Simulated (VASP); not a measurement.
# HfN (I4mm) in VASP: single point with PBE

Aim: the single point of HfN with PBE.

Program: VASP 6.6.1. These are calculated values, not measurements. Logs are shortened: lines on timing, memory, paths and dates and some standing lists are left out, and cuts for length are marked.

## Step 1: The cell of the first run

It takes space group I4mm (No. 107, tetragonal). Conventional cell: a = 3.190 Å, b = 3.190 Å, c = 4.512 Å, α = 90.00°, β = 90.00°, γ = 90.00°. Hf (site symmetry 4mm) has 6 N at 2.11 to 2.41 Å within 2.8 Å. Within 2.8 Å of N (site symmetry 4mm) lie 6 Hf at 2.11 to 2.41 Å.

## Step 2: Single point, PBE

INCAR

```
SYSTEM = HfN
ALGO = Normal
EDIFF = 1E-7
ENCUT = 520
GGA = PE
ISIF = 2
ISMEAR = 0
LASPH = .True.
LCHARG = .False.
LREAL = .False.
LWAVE = .False.
NBANDS = 14
NELM = 80
PREC = Accurate
SIGMA = 0.05
```

KPOINTS

```
k-points
0
Gamma
  12 12 12
  0 0 0
```

POSCAR

```
HfN
1.0
    0.0000000000      2.2560000000      2.2560000000
    2.2560000000      0.0000000000      2.2560000000
    2.2560000000      2.2560000000      0.0000000000
Hf N
1 1
Direct
    0.0000000000      0.0000000000      0.0000000000
    0.4667553191      0.5332446809      0.5332446809
```

Potentials or basis: VASP PAW PBE potentials, release 64 (Hf_pv, N).

Run with:

```sh
cat potpaw_PBE.64/Hf_pv/POTCAR potpaw_PBE.64/N/POTCAR > POTCAR
mpirun -np 1 vasp_std > vasp.out
```

OUTCAR:

```text
SYSTEM = HfN
   EDIFF = 1E-7
   ENCUT = 520
   GGA = PE
   ISIF = 2
   ISMEAR = 0
   LASPH = .True.
   LREAL = .False.
   NELM = 80
   PREC = Accurate

 ion  position               nearest neighbor table
   1  0.000  0.000  0.000-   2 2.11   2 2.26   2 2.26   2 2.26   2 2.26   2 2.41
   2  0.467  0.533  0.533-   1 2.11   1 2.26   1 2.26   1 2.26   1 2.26   1 2.41

  LATTYP: Found a face centered cubic cell.
 ALAT       =     4.5120000000

  Lattice vectors:

 A1 = (   0.0000000000,   2.2560000000,   2.2560000000)
 A2 = (   2.2560000000,   0.0000000000,   2.2560000000)
 A3 = (   2.2560000000,   2.2560000000,   0.0000000000)

Analysis of symmetry for initial positions (statically):
=====================================================================
 Subroutine PRICEL returns:
 Original cell was already a primitive cell.

 Routine SETGRP: Setting up the symmetry group for a
 face centered cubic supercell.

 Subroutine GETGRP returns: Found  8 space group operations
 (whereof  8 operations were pure point group operations)
 out of a pool of 48 trial point group operations.

The static configuration has the point symmetry C_4v.

Analysis of symmetry for dynamics (positions and initial velocities):
=====================================================================
 Subroutine PRICEL returns:
 Original cell was already a primitive cell.

 Routine SETGRP: Setting up the symmetry group for a
 face centered cubic supercell.

 Subroutine GETGRP returns: Found  8 space group operations
 (whereof  8 operations were pure point group operations)
 out of a pool of 48 trial point group operations.

The dynamic configuration has the point symmetry C_4v.

 Subroutine INISYM returns: Found  8 space group operations
 (whereof  8 operations are pure point group operations),
 and found     1 'primitive' translations

----------------------------------------------------------------------------------------

                                     Primitive cell

  volume of cell :      22.9640

  direct lattice vectors                    reciprocal lattice vectors
     0.000000000  2.256000000  2.256000000    -0.221631206  0.221631206  0.221631206
     2.256000000  0.000000000  2.256000000     0.221631206 -0.221631206  0.221631206
     2.256000000  2.256000000  0.000000000     0.221631206  0.221631206 -0.221631206

  length of vectors
     3.190465797  3.190465797  3.190465797     0.383876509  0.383876509  0.383876509

  position of ions in fractional coordinates (direct lattice)
[... 90 lines left out ...]
   NELECT =      15.0000    total number of electrons
   NUPDOWN=      -1.0000    fix difference up-down
   EMIN   =  10.00;   EMAX   =-10.00  energy-range for DOS
   EFERMI =   0.00;   METHOD = LEGACY
   ISMEAR =     0;   SIGMA  =   0.05  broadening in eV -4-tet -1-fermi 0-gaus
   EFERMI_NEDOS =   21; number of points for ismear=-14 and -15
   IALGO  =     38    algorithm
   IMIX   =      4    mixing-type and parameters
     AMIX     =   0.40;   BMIX     =  1.00
     AMIX_MAG =   1.60;   BMIX_MAG =  1.00
  volume/ion in A,a.u.               =      11.48        77.48
  Fermi-wavevector in a.u.,A,eV,Ry     =   1.420440  2.684242 27.451783  2.017649
  Thomas-Fermi vector in A             =   2.541355
   LORBIT       =      0    0 simple, 1 ext, 2 COOP (PROOUT), +10 PAW based schemes
   GGA     = PE    functional components
   LHFCALC =     F    Hartree Fock is set to
   AEXX    =    0.0000 exact exchange contribution
   IVDW    =     0    specifies the selected vdW correction
   LEPSILON=     F    determine dielectric tensor
   LRPA    =     F    only Hartree local field effects (RPA)
 non-spin polarized calculation
 Gauss-broadening in eV      SIGMA  =   0.05
  energy-cutoff  :      520.00
  volume of cell :       22.96
 maximum number of plane-waves:       636
   NGX = 11   NGY = 11   NGZ = 11

 number of electron      14.9999999 magnetization

 Free energy of the ion-electron system (eV)
  ---------------------------------------------------
  ext. energy  EPLUGINS =         0.00000000
  ---------------------------------------------------
  free energy    TOTEN  =       -21.62261601 eV

  energy without entropy =      -21.62207879  energy(sigma->0) =      -21.62234740

 E-fermi :   8.4289     XC(G=0): -12.7439

 val. band max:        8.3944177764   @ k =   0.1667   0.0000   0.0000
 cond. band min:       8.4548736884   @ k =  -0.1667   0.2500   0.0833
 fundamental gap:      0.0604559120
 Fermi energy:         8.4288767449

 k-point     1 :       0.0000    0.0000    0.0000
  band No.  band energies     occupation
      1     -22.7204      2.00000
      2     -22.6863      2.00000
      3     -22.6863      2.00000
      4      -9.1145      2.00000
      5       5.0544      2.00000
      6       5.0544      2.00000
      7       5.0767      2.00000
      8       8.0966      2.00000
      9       8.4669      0.28157
     10       8.4669      0.28157
     11      10.1994      0.00000
     12      10.4240      0.00000
     13      10.8845      0.00000
     14      17.9418      0.00000
[... 377 lines left out ...]
      1     -23.2982      2.00000
      2     -22.8049      2.00000
      3     -22.7394      2.00000
      4      -7.5967      2.00000
      5       1.3517      2.00000
      6       2.9423      2.00000
      7       3.3625      2.00000
      8       9.0071      0.00000
      9       9.8238      0.00000
     10      10.9661      0.00000
     11      12.6899      0.00000
     12      14.3691      0.00000
     13      15.4280      0.00000
     14      20.6816      0.00000

 [... further k-points ...]

------------------------ aborting loop because EDIFF is reached ----------------------------------------

  FORCE on cell =-STRESS in cart. coord.  units (eV):
  Direction    XX          YY          ZZ          XY          YZ          ZX
  --------------------------------------------------------------------------------------
  -------------------------------------------------------------------------------------
  Total        2.0092406      0.5501666      0.5501666      0.0000000      0.0000000      0.0000000
  in kB      140.1829673     38.3846435     38.3846435      0.0000000      0.0000000      0.0000000
  external PRESSURE =      72.3174181 kB  Pullay stress =       0.0000000 kB

 VOLUME and BASIS-vectors are now :
 -----------------------------------------------------------------------------
  energy-cutoff  :      520.00
  volume of cell :       22.96
      direct lattice vectors                 reciprocal lattice vectors
     0.000000000  2.256000000  2.256000000    -0.221631206  0.221631206  0.221631206
     2.256000000  0.000000000  2.256000000     0.221631206 -0.221631206  0.221631206
     2.256000000  2.256000000  0.000000000     0.221631206  0.221631206 -0.221631206

 POSITION                                       TOTAL-FORCE (eV/Angst)
 -----------------------------------------------------------------------------------
      0.00000      0.00000      0.00000         1.875148      0.000000      0.000000
      2.40600      2.25600      2.25600        -1.875148      0.000000      0.000000
 -----------------------------------------------------------------------------------
    total drift:                               -0.000039      0.000000      0.000000

  FREE ENERGIE OF THE ION-ELECTRON SYSTEM (eV)
  ---------------------------------------------------
  free  energy   TOTEN  =       -21.6226160072 eV

  energy  without entropy=      -21.6220787874  energy(sigma->0) =      -21.62234740
```

OSZICAR:

```text
N       E                     dE             d eps       ncg     rms          rms(c)
DAV:   1     0.383187427411E+02    0.38319E+02   -0.77624E+03  4588   0.101E+03
DAV:   2    -0.226181837614E+02   -0.60937E+02   -0.57206E+02  6076   0.237E+02
DAV:   3    -0.246338564621E+02   -0.20157E+01   -0.20098E+01  5170   0.351E+01
DAV:   4    -0.246411471580E+02   -0.72907E-02   -0.72901E-02  5566   0.249E+00
DAV:   5    -0.246411921235E+02   -0.44966E-04   -0.44965E-04  5194   0.169E-01    0.507E+01
DAV:   6    -0.217228866903E+02    0.29183E+01   -0.82834E+00  5056   0.224E+01    0.422E+01
DAV:   7    -0.216482170151E+02    0.74670E-01   -0.46744E-01  5722   0.610E+00    0.266E+01
DAV:   8    -0.216279385608E+02    0.20278E-01   -0.97325E-02  5362   0.273E+00    0.586E+00
DAV:   9    -0.216227382511E+02    0.52003E-02   -0.14315E-02  5194   0.964E-01    0.190E+00
DAV:  10    -0.216226497130E+02    0.88538E-04   -0.10710E-03  5980   0.318E-01    0.422E-01
DAV:  11    -0.216226177265E+02    0.31986E-04   -0.79289E-05  5326   0.885E-02    0.917E-02
DAV:  12    -0.216226160959E+02    0.16307E-05   -0.81879E-06  6096   0.244E-02    0.672E-03
DAV:  13    -0.216226160072E+02    0.88631E-07   -0.20166E-07  4608   0.461E-03
   1 F= -.21622616E+02 E0= -.21622347E+02  d E =-.537220E-03
```

stdout:

```text
POSCAR found type information on POSCAR HfN
 POSCAR found :  2 types and       2 ions
 scaLAPACK will be used
 LDA part: xc-table for (Slater+PW92), standard interpolation
 POSCAR, INCAR and KPOINTS ok, starting setup
 FFT: planning ... GRIDC
 FFT: planning ... GRID_SOFT
 FFT: planning ... GRID
 WAVECAR not read
 entering main loop
```

It took 23 s on 1 thread of Intel Xeon Platinum 8488C (Sapphire Rapids), shared host; peak memory 0.18 GiB.

What came out:

```yaml
Free_energy: -21.6226 eV
Pressure: 7.2 GPa
Largest_force: 1.875 eV/Å
Band_gap_on_the_k_mesh: zero (an odd number of electrons rules out a gap without spin polarisation)
```

Forces in eV/Å, atoms in the order of the input:
```
Hf   1.875  0.000  0.000
N   -1.875  0.000  0.000
```

Caveat: the cell stands under pressure; spin-orbit coupling is left out, which moves the levels of the heavy elements; forces of over 1 eV/Å act on the atoms, so gaps and moduli don't describe the material at rest.
